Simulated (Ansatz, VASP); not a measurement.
## Ba: VASP beside Ansatz

The input INCAR:

```
SYSTEM = Ba
PREC = Accurate
ENCUT = 520
EDIFF = 1E-6
ISMEAR = -1
SIGMA = 0.1
LREAL = .FALSE.
LASPH = .TRUE.
NELM = 60
ALGO = Normal
ISIF = 2
LWAVE = .FALSE.
LCHARG = .FALSE.
GGA = RP
NBANDS = 17
```

KPOINTS

```
regular mesh
0
G
  9 9 5
  0 0 0
```

POSCAR

```
Ba
1.0
    4.7735563482      0.0000000000      0.0000000000
   -2.3867781741      4.1340210639      0.0000000000
    0.0000000000      0.0000000000      7.8333498506
Ba
2
Direct
    0.3333333333      0.6666666667      0.2500000000
    0.6666666667      0.3333333333      0.7500000000
```

Input for Ansatz:

```yaml
crystal:
  lattice:
    - [4.7735563482, 0.0, 0.0]
    - [-2.3867781741, 4.1340210639, 0.0]
    - [0.0, 0.0, 7.8333498506]
  atoms:
    - { symbol: Ba, position: [0.3333333333, 0.6666666667, 0.25] }
    - { symbol: Ba, position: [0.6666666667, 0.3333333333, 0.75] }
hamiltonian:
  xc: rpbe
  pseudopotentials:
    kind: paw
    azcp:
      Ba: "pseudopotentials/Ba.paw.azcp"
basis:
  ecutwfc: 420
  fft_grid_basis: typed
kpoints:
  mp_grid: { grid: [9, 9, 5], shift: [0, 0, 0] }
magnetization:
  spin_polarized: false
scf:
  occupations: { method: fermi_dirac, width: 0.1 }
  lower_state_search: "off"
output:
  stress: true
  write_density: true
  write_potential: true
  elf: true
  volumetric_format: npy
```

Alike in both runs: task single point; functional RPBE; k mesh 9 × 9 × 5; occupations fermi-dirac, width 0.1 eV; no spin polarisation.

```csv
,VASP,Ansatz
version,VASP 6.6.1,Ansatz 0.2.0
potentials or method,"VASP PAW PBE potentials, release 64 (Ba_sv), cutoff 520 eV","plane waves (420 eV) with PAW, scalar-relativistic"
valence electrons in the cell,20,20
```

|  | VASP | Ansatz | Ansatz less VASP |
| --- | --- | --- | --- |
| pressure (GPa) | -0.7 | -0.7 | -0.01 |

VASP's potentials were made for PBE, not for RPBE.

Neither program's run includes spin-orbit coupling.
